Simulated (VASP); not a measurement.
# F (C2/c) in VASP: notebook

F is run at these levels: PBE+D3(BJ); tasks: single point.

Program: VASP 6.6.1. These are calculated values, not measurements. Logs are shortened: lines on timing, memory, paths and dates and some standing lists are left out, and cuts for length are marked.

## (1) The cell of the first run

Symmetry: C2/c, No. 15, monoclinic system. The conventional cell has a = 5.668 Å, b = 3.582 Å, c = 6.799 Å, α = 90.00°, β = 91.04°, γ = 90.00°. Within 1.9 Å of F (site symmetry 1) lie 1 F at 1.42 Å.

## (2) Single point, PBE+D3(BJ)

File INCAR:

```
PREC = Accurate ; ENCUT = 910
EDIFF = 1E-6 ; ISMEAR = 0
SIGMA = 0.02 ; LREAL = False
LASPH = True ; NELM = 120
ALGO = Normal ; ISIF = 2
LWAVE = False ; LCHARG = False
GGA = PE ; IVDW = 12
NBANDS = 22 ; GGA_COMPAT = False
```

File KPOINTS:

```
Automatic mesh
0
Gamma
  8 8 4
```

File POSCAR:

```
F
1.0
    2.8181532018     -1.7912036508      0.2974079766
    2.8181532018      1.7912036508      0.2974079766
   -0.8359919267      0.0000000000      6.7469186924
F
4
Direct
    0.9138648456      0.5855481450      0.0939279973
    0.4144518550      0.0861351544      0.4060720027
    0.0861351544      0.4144518550      0.9060720027
    0.5855481450      0.9138648456      0.5939279973
```

Potentials or basis: VASP PAW PBE potentials, release 64 (F_h).

Started as:

```
> cat potpaw_PBE.64/F_h/POTCAR > POTCAR
> mpirun -np 1 vasp_std > vasp.out
```

OUTCAR:

```text
PREC = Accurate
   ENCUT = 910
   EDIFF = 1E-6
   ISMEAR = 0
   LREAL = False
   LASPH = True
   NELM = 120
   ISIF = 2
   GGA = PE
   IVDW = 12
 IVDW          = 12

 ion  position               nearest neighbor table
   1  0.914  0.586  0.094-   3 1.42
   2  0.414  0.086  0.406-   4 1.42
   3  0.086  0.414  0.906-   1 1.42
   4  0.586  0.914  0.594-   2 1.42

  LATTYP: Found a base centered monoclinic cell.
 ALAT       =     5.6676058343
 B/A-ratio  =     0.6320847649
 C/A-ratio  =     1.1995389811
 COS(beta)  =    -0.0181341353

  Lattice vectors:

 A1 = (   2.8181532018,  -1.7912036508,   0.2974079766)
 A2 = (   2.8181532018,   1.7912036508,   0.2974079766)
 A3 = (  -0.8359919267,   0.0000000000,   6.7469186924)

Analysis of symmetry for initial positions (statically):
=====================================================================
 Subroutine PRICEL returns:
 Original cell was already a primitive cell.

 Routine SETGRP: Setting up the symmetry group for a
 base centered monoclinic supercell.

 Subroutine GETGRP returns: Found  4 space group operations
 (whereof  2 operations were pure point group operations)
 out of a pool of  4 trial point group operations.

The static configuration has the point symmetry S_2 .
 The point group associated with its full space group is C_2h.

Analysis of symmetry for dynamics (positions and initial velocities):
=====================================================================
 Subroutine PRICEL returns:
 Original cell was already a primitive cell.

 Routine SETGRP: Setting up the symmetry group for a
 base centered monoclinic supercell.

 Subroutine GETGRP returns: Found  4 space group operations
 (whereof  2 operations were pure point group operations)
 out of a pool of  4 trial point group operations.

The dynamic configuration has the point symmetry S_2 .
 The point group associated with its full space group is C_2h.

 Subroutine INISYM returns: Found  4 space group operations
 (whereof  2 operations are pure point group operations),
 and found     1 'primitive' translations

----------------------------------------------------------------------------------------

                                     Primitive cell

  volume of cell :      69.0061

  direct lattice vectors                    reciprocal lattice vectors
     2.818153202 -1.791203651  0.297407977     0.175131091 -0.279141905  0.021700006
     2.818153202  1.791203651  0.297407977     0.175131091  0.279141905  0.021700006
    -0.835991927  0.000000000  6.746918692    -0.015439754  0.000000000  0.146302710

  length of vectors
     3.352439335  3.352439335  6.798514128     0.330245352  0.330245352  0.147115156

  position of ions in fractional coordinates (direct lattice)
     0.913864846  0.585548145  0.093927997
     0.414451855  0.086135154  0.406072003
     0.086135154  0.414451855  0.906072003
     0.585548145  0.913864846  0.593927997

  ion indices of the primitive-cell ions
   primitive index   ion index
                 1           1
                 2           2
                 3           3
                 4           4

----------------------------------------------------------------------------------------

 KPOINTS: Automatic mesh

Automatic generation of k-mesh.
 Grid dimensions read from file:
 generate k-points for:    8    8    4

 Generating k-lattice:

  Cartesian coordinates                     Fractional coordinates (reciprocal lattice)
     0.021891386 -0.034892738  0.002712501     0.125000000  0.000000000  0.000000000
     0.021891386  0.034892738  0.002712501     0.000000000  0.125000000  0.000000000
    -0.003859939  0.000000000  0.036575678     0.000000000  0.000000000  0.250000000

  Length of vectors
     0.041280669  0.041280669  0.036778789

  Shift w.r.t. Gamma in fractional coordinates (k-lattice)
     0.000000000  0.000000000  0.000000000

 Subroutine IBZKPT returns following result:
 ===========================================

 Found     78 irreducible k-points:

 Following reciprocal coordinates:
            Coordinates               Weight
  0.000000  0.000000  0.000000      1.000000
  0.125000  0.000000  0.000000      4.000000
  0.250000  0.000000  0.000000      4.000000
  0.375000 -0.000000  0.000000      4.000000
  0.500000  0.000000  0.000000      2.000000
  0.125000  0.125000  0.000000      2.000000
[... 16 lines left out ...]
  0.125000  0.000000  0.250000      4.000000
  0.250000  0.000000  0.250000      4.000000
 [... further k-points ...]
   k-points           NKPTS =     78   k-points in BZ     NKDIM =     78   number of bands    NBANDS=     22
   number of dos      NEDOS =    301   number of ions     NIONS =      4
   total plane-waves  NPLWV =  90720
   dimension x,y,z NGX =    36 NGY =   36 NGZ =   70
   dimension x,y,z NGXF=    72 NGYF=   72 NGZF=  140
   ions per type =               4
   NGX,Y,Z   is equivalent  to a cutoff of  17.85, 17.85, 17.12 a.u.
   NGXF,Y,Z  is equivalent  to a cutoff of  35.70, 35.70, 34.23 a.u.
 SYSTEM =  unknown system
   PREC   = accura    normal or accurate (medium, high low for compatibility)
   ISTART =      0    job   : 0-new  1-cont  2-samecut
   ICHARG =      2    charge: 1-file 2-atom 10-const
   ISPIN  =      1    spin polarized calculation?
   LNONCOLLINEAR =      F non collinear calculations
   LSORBIT =      F    spin-orbit coupling
   LASPH  =      T    aspherical Exc in radial PAW
   ENCUT  =  910.0 eV  66.88 Ry    8.18 a.u.   8.25  8.25 16.72*2*pi/ulx,y,z
   NELM   =    120;   NELMIN=  2; NELMDL= -5     # of ELM steps
   EDIFF  = 0.1E-05   stopping-criterion for ELM
   LREAL  =      F    real-space projection
   EDIFFG = 0.1E-04   stopping-criterion for IOM
   NSW    =      0    number of steps for IOM
   IBRION =     -1    ionic relax: 0-MD 1-quasi-New 2-CG
   NFREE  =      0    steps in history (QN), initial steepest desc. (CG)
   ISIF   =      2    stress and relaxation
   ISYM   =      2    0-nonsym 1-usesym 2-fastsym
   POTIM  = 0.5000    time-step for ionic-motion
   TEBEG  =    0.0;   TEEND  =   0.0 temperature during run
   PSTRESS=    0.0 pullay stress
   NELECT =      28.0000    total number of electrons
   NUPDOWN=      -1.0000    fix difference up-down
   EMIN   =  10.00;   EMAX   =-10.00  energy-range for DOS
   EFERMI =   0.00;   METHOD = LEGACY
   ISMEAR =     0;   SIGMA  =   0.02  broadening in eV -4-tet -1-fermi 0-gaus
   EFERMI_NEDOS =   21; number of points for ismear=-14 and -15
   IALGO  =     38    algorithm
   IMIX   =      4    mixing-type and parameters
     AMIX     =   0.40;   BMIX     =  1.00
     AMIX_MAG =   1.60;   BMIX_MAG =  1.00
  volume/ion in A,a.u.               =      17.25       116.42
  Fermi-wavevector in a.u.,A,eV,Ry     =   1.211988  2.290326 19.985812  1.468916
  Thomas-Fermi vector in A             =   2.347487
   LORBIT       =      0    0 simple, 1 ext, 2 COOP (PROOUT), +10 PAW based schemes
   GGA     = PE    functional components
   LHFCALC =     F    Hartree Fock is set to
   AEXX    =    0.0000 exact exchange contribution
   IVDW    =    12    specifies the selected vdW correction
   LEPSILON=     F    determine dielectric tensor
   LRPA    =     F    only Hartree local field effects (RPA)
 non-spin polarized calculation
 Gauss-broadening in eV      SIGMA  =   0.02
  energy-cutoff  :      910.00
  volume of cell :       69.01
 maximum number of plane-waves:      4326
 NGX is ok and might be reduce to    36
   NGX = 17   NGY = 17   NGZ = 33

 number of electron      28.0000009 magnetization

 Free energy of the ion-electron system (eV)
  ---------------------------------------------------
  ext. energy  EPLUGINS =         0.00000000
  ---------------------------------------------------
  free energy    TOTEN  =        -7.46813723 eV

  energy without entropy =       -7.46813723  energy(sigma->0) =       -7.46813723

 E-fermi :  -4.9728     XC(G=0):  -7.2982

 val. band max:       -5.0576117507   @ k =   0.0000   0.0000   0.0000
 cond. band min:      -2.0364161559   @ k =   0.0000   0.0000   0.0000
 fundamental gap:      3.0211955948
 Fermi energy:        -4.9727552417

 k-point     1 :       0.0000    0.0000    0.0000
  band No.  band energies     occupation
      1     -29.7970      2.00000
      2     -29.6955      2.00000
      3     -23.6665      2.00000
      4     -23.3831      2.00000
      5     -11.4780      2.00000
      6     -10.8625      2.00000
[... 14 lines left out ...]
     21      15.0359      0.00000
     22      15.2439      0.00000

 k-point     2 :       0.1250    0.0000    0.0000
  band No.  band energies     occupation
      1     -29.7850      2.00000
      2     -29.6911      2.00000
      3     -23.6544      2.00000
      4     -23.3929      2.00000
      5     -11.4601      2.00000
      6     -10.8859      2.00000
[... 14 lines left out ...]
     21      13.9565      0.00000
     22      15.1803      0.00000

 k-point     3 :       0.2500    0.0000    0.0000
  band No.  band energies     occupation
      1     -29.7542      2.00000
      2     -29.6822      2.00000
      3     -23.6208      2.00000
      4     -23.4212      2.00000
      5     -11.4055      2.00000
      6     -10.9549      2.00000
[... 14 lines left out ...]
     21      13.3912      0.00000
     22      13.6237      0.00000
[... 476 lines left out ...]
 k-point    23 :       0.1250    0.0000    0.2500
  band No.  band energies     occupation
      1     -29.7714      2.00000
      2     -29.7053      2.00000
      3     -23.6161      2.00000
      4     -23.4318      2.00000
      5     -11.3808      2.00000
      6     -10.9760      2.00000
[... 14 lines left out ...]
     21      13.7947      0.00000
     22      14.9189      0.00000

 k-point    24 :       0.2500    0.0000    0.2500
  band No.  band energies     occupation
      1     -29.7436      2.00000
      2     -29.6931      2.00000
      3     -23.5913      2.00000
      4     -23.4511      2.00000
      5     -11.3385      2.00000
      6     -11.0198      2.00000
[... 14 lines left out ...]
     21      12.4768      0.00000
     22      13.1797      0.00000

 [... further k-points ...]

------------------------ aborting loop because EDIFF is reached ----------------------------------------

 Edisp (eV)   -0.10681

 E8    (eV) :    -0.0231

  FORCE on cell =-STRESS in cart. coord.  units (eV):
  Direction    XX          YY          ZZ          XY          YZ          ZX
  --------------------------------------------------------------------------------------
  -------------------------------------------------------------------------------------
  Total      -0.41162    -0.37174    -0.29393     0.00000     0.00000    -0.01094
  in kB      -9.55693    -8.63106    -6.82439     0.00000     0.00000    -0.25411
  external pressure =       -8.34 kB  Pullay stress =        0.00 kB

 VOLUME and BASIS-vectors are now :
 -----------------------------------------------------------------------------
  energy-cutoff  :      910.00
  volume of cell :       69.01
      direct lattice vectors                 reciprocal lattice vectors
     2.818153202 -1.791203651  0.297407977     0.175131091 -0.279141905  0.021700006
     2.818153202  1.791203651  0.297407977     0.175131091  0.279141905  0.021700006
    -0.835991927  0.000000000  6.746918692    -0.015439754  0.000000000  0.146302710

 POSITION                                       TOTAL-FORCE (eV/Angst)
 -----------------------------------------------------------------------------------
      4.14705     -0.58808      1.07966         0.001198      0.002691      0.008120
      1.07126     -0.58808      2.88861        -0.001198      0.002691     -0.008120
      0.65326      0.58808      6.26207        -0.001198     -0.002691     -0.008120
      3.72906      0.58808      4.45312         0.001198     -0.002691      0.008120
 -----------------------------------------------------------------------------------
    total drift:                                0.000000      0.000000      0.000000

  FREE ENERGIE OF THE ION-ELECTRON SYSTEM (eV)
  ---------------------------------------------------
  free  energy   TOTEN  =        -7.5749476564 eV

  energy  without entropy=       -7.5749476564  energy(sigma->0) =       -7.57494766
```

Wall time 8.2 min (1 thread of AMD EPYC, shared host); peak memory 0.36 GiB.

Results:

- Free energy: -7.5749 eV
- Pressure: -0.8 GPa
- Largest force: 0.009 eV/Å
- Band gap on the k mesh: 3.02 eV
- Dispersion energy per atom: -0.027 eV

Forces in eV/Å, atoms in the order of the input:
```
F    0.001  0.003  0.008
F   -0.001  0.003 -0.008
F   -0.001 -0.003 -0.008
F    0.001 -0.003  0.008
```

Caveat: the cutoff is under 1.25 times the usual one of these potentials, so pressure, stress and relaxed cells hold a basis-set (Pulay) error. A k mesh can miss the band edges.

## (3) Single point, PBE+D3(BJ)

File INCAR:

```
SYSTEM = F
PREC = Accurate ; ENCUT = 910
EDIFF = 1E-6 ; ISMEAR = 0
SIGMA = 0.05 ; LREAL = .FALSE.
LASPH = .TRUE. ; NELM = 120
ALGO = Normal ; ISIF = 2
LWAVE = .FALSE. ; LCHARG = .FALSE.
GGA = PE ; IVDW = 12
NBANDS = 22 ; GGA_COMPAT = .FALSE.
```

File KPOINTS:

```
regular mesh
0
G
  8 8 4
  0 0 0
```

POSCAR is that of step 2.

Potentials or basis: VASP PAW PBE potentials, release 64 (F_h).

Started as:

```
> cat potpaw_PBE.64/F_h/POTCAR > POTCAR
> mpirun -np 1 vasp_std > vasp.out
```

Run time: 5.5 min. Hardware: 1 thread of AMD EPYC 7R43 (Zen 3), shared host; peak memory 0.37 GiB.

The run converged. Its results:

```yaml
Free_energy: -7.5749 eV
Pressure: -0.8 GPa
Largest_force: 0.009 eV/Å
Band_gap_on_the_k_mesh: 3.02 eV
Dispersion_energy_per_atom: -0.027 eV
```

Forces in eV/Å, atoms in the order of the input:
```
F    0.001  0.003  0.008
F   -0.001  0.003 -0.008
F   -0.001 -0.003 -0.008
F    0.001 -0.003  0.008
```

Stress tensor (GPa, compression positive):
```
-0.96  0.00 -0.03
 0.00 -0.86  0.00
-0.03  0.00 -0.68
```

Levels at points of the mesh, in eV from the valence-band top:
```csv
k point,band 12,band 13,band 14,band 15,band 16,band 17
"(0.00, 0.00, 0.00)",-0.07,-0.06,0.00,3.02,3.78,8.98
"(0.50, 0.00, 0.00)",-0.27,-0.09,-0.07,3.48,3.49,13.07
"(0.50, 0.50, 0.00)",-0.41,-0.08,-0.06,3.23,3.73,13.10
"(0.00, 0.00, 0.50)",-0.21,-0.03,-0.03,3.38,3.38,9.88
"(0.50, 0.00, 0.50)",-0.23,-0.06,-0.05,3.46,3.46,13.59
"(0.50, 0.50, 0.50)",-0.28,-0.25,-0.25,3.47,3.47,13.64
```

Caveat: the cutoff is under 1.25 times the usual one of these potentials, so pressure, stress and relaxed cells hold a basis-set (Pulay) error. As with any semilocal functional, this PBE gap is likely too small.
